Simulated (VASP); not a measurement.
# Bi (Im-3m) in VASP: further runs

Bi is run at these levels: PBE; tasks: single point.

All numbers are computed with VASP 6.6.1; they aren't measurements. Logs are shortened: lines on timing, memory, paths and dates and some standing lists are left out, and cuts for length are marked.

**1. The cell of the first run**

It takes space group Im-3m (No. 229, cubic). Conventional cell: a = 3.860 Å, b = 3.860 Å, c = 3.860 Å, α = 90.00°, β = 90.00°, γ = 90.00°. Bi (site symmetry m-3m) has 14 Bi at 3.34 to 3.86 Å within 4.4 Å.

**2. Single point, PBE (volume scaled by 0.91)**

Input file INCAR:

```
SYSTEM = Bi
PREC     = Accurate       ! precision mode
ENCUT    = 520            ! plane-wave cutoff, eV
EDIFF    = 1E-6           ! SCF threshold, eV
ISMEAR   = 0              ! smearing method
SIGMA    = 0.1            ! smearing width, eV
LREAL    = .FALSE.        ! projectors in reciprocal space
LASPH    = .TRUE.         ! aspherical terms in the spheres
NELM     = 60             ! most SCF steps
ALGO     = Normal         ! electronic algorithm
ISIF     = 2              ! what is computed and relaxed
LWAVE    = .FALSE.        ! write WAVECAR
LCHARG   = .FALSE.        ! write CHGCAR
GGA      = PE             ! functional
NBANDS   = 14             ! bands
```

Input file KPOINTS:

```
regular mesh
0
G
  16 16 16
  0 0 0
```

Input file POSCAR:

```
Bi
1.0
   -1.9301608226      1.9301608226      1.9301608226
    1.9301608226     -1.9301608226      1.9301608226
    1.9301608226      1.9301608226     -1.9301608226
Bi
1
Direct
    0.0000000000      0.0000000000      0.0000000000
```

Potentials or basis: VASP PAW PBE potentials, release 64 (Bi_d).

Launch:

```sh
cat potpaw_PBE.64/Bi_d/POTCAR > POTCAR
mpirun -np 1 vasp_std > vasp.out
```

OUTCAR:

```text
SYSTEM = Bi
   PREC = Accurate
   ENCUT = 520
   EDIFF = 1E-6
   ISMEAR = 0
   LREAL = .FALSE.
   LASPH = .TRUE.
   NELM = 60
   ISIF = 2
   GGA = PE

 ion  position               nearest neighbor table
   1  0.000  0.000  0.000-

  LATTYP: Found a body centered cubic cell.
 ALAT       =     3.8603216452

  Lattice vectors:

 A1 = (  -1.9301608226,   1.9301608226,   1.9301608226)
 A2 = (   1.9301608226,  -1.9301608226,   1.9301608226)
 A3 = (   1.9301608226,   1.9301608226,  -1.9301608226)

Analysis of symmetry for initial positions (statically):
=====================================================================
 Subroutine PRICEL returns:
 Original cell was already a primitive cell.

 Routine SETGRP: Setting up the symmetry group for a
 body centered cubic supercell.

 Subroutine GETGRP returns: Found 48 space group operations
 (whereof 48 operations were pure point group operations)
 out of a pool of 48 trial point group operations.

The static configuration has the point symmetry O_h .

Analysis of symmetry for dynamics (positions and initial velocities):
=====================================================================
 Subroutine PRICEL returns:
 Original cell was already a primitive cell.

 Routine SETGRP: Setting up the symmetry group for a
 body centered cubic supercell.

 Subroutine GETGRP returns: Found 48 space group operations
 (whereof 48 operations were pure point group operations)
 out of a pool of 48 trial point group operations.

The dynamic configuration has the point symmetry O_h .

 Subroutine INISYM returns: Found 48 space group operations
 (whereof 48 operations are pure point group operations),
 and found     1 'primitive' translations

----------------------------------------------------------------------------------------

                                     Primitive cell

  volume of cell :      28.7634

  direct lattice vectors                    reciprocal lattice vectors
    -1.930160823  1.930160823  1.930160823     0.000000000  0.259045772  0.259045772
     1.930160823 -1.930160823  1.930160823     0.259045772  0.000000000  0.259045772
     1.930160823  1.930160823 -1.930160823     0.259045772  0.259045772  0.000000000

  length of vectors
     3.343136612  3.343136612  3.343136612     0.366346044  0.366346044  0.366346044

  position of ions in fractional coordinates (direct lattice)
     0.000000000  0.000000000  0.000000000

  ion indices of the primitive-cell ions
[... 77 lines left out ...]
   NSW    =      0    number of steps for IOM
   IBRION =     -1    ionic relax: 0-MD 1-quasi-New 2-CG
   NFREE  =      0    steps in history (QN), initial steepest desc. (CG)
   ISIF   =      2    stress and relaxation
   ISYM   =      2    0-nonsym 1-usesym 2-fastsym
   POTIM  = 0.5000    time-step for ionic-motion
   TEBEG  =    0.0;   TEEND  =   0.0 temperature during run
   PSTRESS=    0.0 pullay stress
   NELECT =      15.0000    total number of electrons
   NUPDOWN=      -1.0000    fix difference up-down
   EMIN   =  10.00;   EMAX   =-10.00  energy-range for DOS
   EFERMI =   0.00;   METHOD = LEGACY
   ISMEAR =     0;   SIGMA  =   0.10  broadening in eV -4-tet -1-fermi 0-gaus
   EFERMI_NEDOS =   21; number of points for ismear=-14 and -15
   IALGO  =     38    algorithm
   IMIX   =      4    mixing-type and parameters
     AMIX     =   0.40;   BMIX     =  1.00
     AMIX_MAG =   1.60;   BMIX_MAG =  1.00
  volume/ion in A,a.u.               =      28.76       194.11
  Fermi-wavevector in a.u.,A,eV,Ry     =   1.317726  2.490141 23.625178  1.736402
  Thomas-Fermi vector in A             =   2.447747
   LORBIT       =      0    0 simple, 1 ext, 2 COOP (PROOUT), +10 PAW based schemes
   GGA     = PE    functional components
   LHFCALC =     F    Hartree Fock is set to
   AEXX    =    0.0000 exact exchange contribution
   IVDW    =     0    specifies the selected vdW correction
   LEPSILON=     F    determine dielectric tensor
   LRPA    =     F    only Hartree local field effects (RPA)
 non-spin polarized calculation
 Gauss-broadening in eV      SIGMA  =   0.10
  energy-cutoff  :      520.00
  volume of cell :       28.76
 maximum number of plane-waves:       798
 NGX is ok and might be reduce to    28
   NGX = 13   NGY = 13   NGZ = 13

 number of electron      15.0000005 magnetization

 Free energy of the ion-electron system (eV)
  ---------------------------------------------------
  ext. energy  EPLUGINS =         0.00000000
  ---------------------------------------------------
  free energy    TOTEN  =        -3.70803745 eV

  energy without entropy =       -3.70513441  energy(sigma->0) =       -3.70658593

 E-fermi :   8.9282     XC(G=0): -10.6745

 val. band max:        8.8879751970   @ k =  -0.4375   0.5000   0.1250
 cond. band min:       8.9291915890   @ k =  -0.1875   0.2500   0.1250
 fundamental gap:      0.0412163920
 Fermi energy:         8.9282467188

 k-point     1 :       0.0000    0.0000    0.0000
  band No.  band energies     occupation
      1     -14.1742      2.00000
      2     -14.1742      2.00000
      3     -14.1742      2.00000
      4     -14.0078      2.00000
      5     -14.0078      2.00000
      6      -5.1577      2.00000
      7      14.6530      0.00000
      8      14.6530      0.00000
      9      14.6530      0.00000
     10      19.1345      0.00000
     11      19.4224      0.00000
     12      19.4224      0.00000
     13      19.4224      0.00000
     14      21.1395      0.00000
[... 377 lines left out ...]
      1     -14.1922      2.00000
      2     -14.1248      2.00000
      3     -14.0338      2.00000
      4     -14.0247      2.00000
      5     -13.9638      2.00000
      6      -2.4889      2.00000
      7       5.7916      2.00000
      8       8.7646      1.97931
      9      12.0608      0.00000
     10      17.2452      0.00000
     11      18.6287      0.00000
     12      21.0020      0.00000
     13      23.3128      0.00000
     14      23.4953      0.00000

 [... further k-points ...]
[... 5 lines left out ...]
  --------------------------------------------------------------------------------------
  -------------------------------------------------------------------------------------
  Total        1.0552015      1.0552015      1.0552015     -0.0000000     -0.0000000      0.0000000
  in kB       58.7767405     58.7767405     58.7767405     -0.0000000     -0.0000000      0.0000000
  external PRESSURE =      58.7767405 kB  Pullay stress =       0.0000000 kB

 VOLUME and BASIS-vectors are now :
 -----------------------------------------------------------------------------
  energy-cutoff  :      520.00
  volume of cell :       28.76
      direct lattice vectors                 reciprocal lattice vectors
    -1.930160823  1.930160823  1.930160823     0.000000000  0.259045772  0.259045772
     1.930160823 -1.930160823  1.930160823     0.259045772  0.000000000  0.259045772
     1.930160823  1.930160823 -1.930160823     0.259045772  0.259045772  0.000000000

 POSITION                                       TOTAL-FORCE (eV/Angst)
 -----------------------------------------------------------------------------------
      0.00000      0.00000      0.00000        -0.000000     -0.000000      0.000000
 -----------------------------------------------------------------------------------
    total drift:                               -0.000000     -0.000000      0.000000

  FREE ENERGIE OF THE ION-ELECTRON SYSTEM (eV)
  ---------------------------------------------------
  free  energy   TOTEN  =        -3.7080374481 eV

  energy  without entropy=       -3.7051344087  energy(sigma->0) =       -3.70658593
```

Run time: 54 s. Hardware: 1 thread of AMD EPYC 7R13 (Zen 3), shared host; peak memory 0.16 GiB.

Results:

- Free energy: -3.7080 eV
- Pressure: 5.9 GPa

Levels at points of the mesh, in eV from the Fermi level:
| k point | band 3 | band 4 | band 5 | band 6 | band 7 | band 8 | band 9 | band 10 | band 11 | band 12 |
| --- | --- | --- | --- | --- | --- | --- | --- | --- | --- | --- |
| (0.00, 0.00, 0.00) | -23.10 | -22.94 | -22.94 | -14.09 | 5.72 | 5.72 | 5.72 | 10.21 | 10.49 | 10.49 |
| (0.50, 0.00, 0.00) | -22.95 | -22.94 | -22.83 | -10.57 | -5.54 | 1.74 | 3.69 | 6.28 | 7.79 | 12.88 |
| (0.50, 0.50, 0.50) | -22.86 | -22.86 | -22.86 | -8.09 | -1.97 | -1.97 | -1.97 | 3.47 | 3.47 | 15.58 |

Caveat: spin-orbit coupling is left out, which moves the levels of the heavy elements.

**3. Single point, PBE (volume scaled by 0.94)**

Input file INCAR:

```
SYSTEM = Bi
  ALGO = Fast
  EDIFF = 1E-6
  ENCUT = 520
  GGA = PE
  ISIF = 2
  ISMEAR = 0
  LASPH = .True.
  LCHARG = .True.
  LELF = .True.
  LREAL = .False.
  LVHAR = .True.
  LWAVE = .False.
  NBANDS = 14
  NELM = 100
  PREC = Accurate
  SIGMA = 0.1
```

Input file KPOINTS:

```
k-points
0
Gamma
  16 16 16
  0 0 0
```

Input file POSCAR:

```
Bi
1.0
   -1.9511424753      1.9511424753      1.9511424753
    1.9511424753     -1.9511424753      1.9511424753
    1.9511424753      1.9511424753     -1.9511424753
Bi
1
Direct
    0.0000000000      0.0000000000      0.0000000000
```

Potentials or basis: VASP PAW PBE potentials, release 64 (Bi_d).

Launch:

```sh
cat potpaw_PBE.64/Bi_d/POTCAR > POTCAR
mpirun -np 1 vasp_std > vasp.out
```

It took 86 s on 1 thread of AMD EPYC 7R13 (Zen 3), shared host; peak memory 0.16 GiB.

Results (log left out):

| Quantity | Value |
| --- | --- |
| Free energy | -3.7361 eV |
| Pressure | 3.5 GPa |

Levels at points of the mesh, in eV from the Fermi level:
| k point | band 3 | band 4 | band 5 | band 6 | band 7 | band 8 | band 9 | band 10 | band 11 | band 12 |
| --- | --- | --- | --- | --- | --- | --- | --- | --- | --- | --- |
| (0.00, 0.00, 0.00) | -23.07 | -22.92 | -22.92 | -13.84 | 5.47 | 5.47 | 5.47 | 9.75 | 10.49 | 10.49 |
| (0.50, 0.00, 0.00) | -22.93 | -22.93 | -22.83 | -10.52 | -5.34 | 1.68 | 3.60 | 6.15 | 7.70 | 12.68 |
| (0.50, 0.50, 0.50) | -22.85 | -22.85 | -22.85 | -8.20 | -1.90 | -1.90 | -1.90 | 3.50 | 3.50 | 15.49 |

Caveat: spin-orbit coupling is left out, which moves the levels of the heavy elements.

**4. Single point, PBE (volume scaled by 0.97)**

Input file INCAR:

```
SYSTEM = Bi
PREC = Accurate ; ENCUT = 520
EDIFF = 1E-6 ; ISMEAR = 0
SIGMA = 0.1 ; LREAL = .False.
LASPH = .True. ; NELM = 80
ALGO = Fast ; ISIF = 2
LWAVE = .False. ; LCHARG = .False.
GGA = PE ; NBANDS = 14
```

Input file KPOINTS:

```
Automatic mesh
0
Gamma
  16 16 16
  0 0 0
```

Input file POSCAR:

```
Bi
1.0
   -1.9716823265      1.9716823265      1.9716823265
    1.9716823265     -1.9716823265      1.9716823265
    1.9716823265      1.9716823265     -1.9716823265
Bi
1
Direct
    0.0000000000      0.0000000000      0.0000000000
```

Launch:

```sh
cat potpaw_PBE.64/Bi_d/POTCAR > POTCAR
mpirun -np 1 vasp_std > vasp.out
```

Run time: 90 s. Hardware: 1 thread of AMD EPYC 7R13 (Zen 3), shared host; peak memory 0.16 GiB.

It converged, with:

```
Free energy : -3.7514 eV
Pressure    : 1.6 GPa
```

Levels at points of the mesh, in eV from the Fermi level:
```tsv
k point	band 4	band 5	band 6	band 7	band 8	band 9	band 10	band 11
(0.00, 0.00, 0.00)	-22.90	-22.90	-13.61	5.24	5.24	5.24	9.34	10.49
(0.50, 0.00, 0.00)	-22.91	-22.82	-10.48	-5.14	1.62	3.52	6.04	7.62
(0.50, 0.50, 0.50)	-22.84	-22.84	-8.30	-1.82	-1.82	-1.82	3.53	3.53
```

Caveat: spin-orbit coupling is left out, which moves the levels of the heavy elements.

**5. The runs side by side**

| cell | gap on the mesh (eV) | pressure (GPa) |
| --- | --- | --- |
| a = 3.343 Å, angles 109.5°, 1 atom | none | 5.9 |
| a = 3.379 Å, angles 109.5°, 1 atom | none | 3.5 |
| a = 3.415 Å, angles 109.5°, 1 atom | none | 1.6 |

Alike in all rows: task single point; level PBE; potentials or basis VASP PAW PBE potentials, release 64 (Bi_d); no spin polarisation; k mesh 16 × 16 × 16; cutoff (eV) 520; smearing gaussian 0.1 eV.

Caveats: spin-orbit coupling is left out, which moves the levels of the heavy elements.

Total energies depend on the potentials used, so only differences within one code and one set of settings carry meaning.
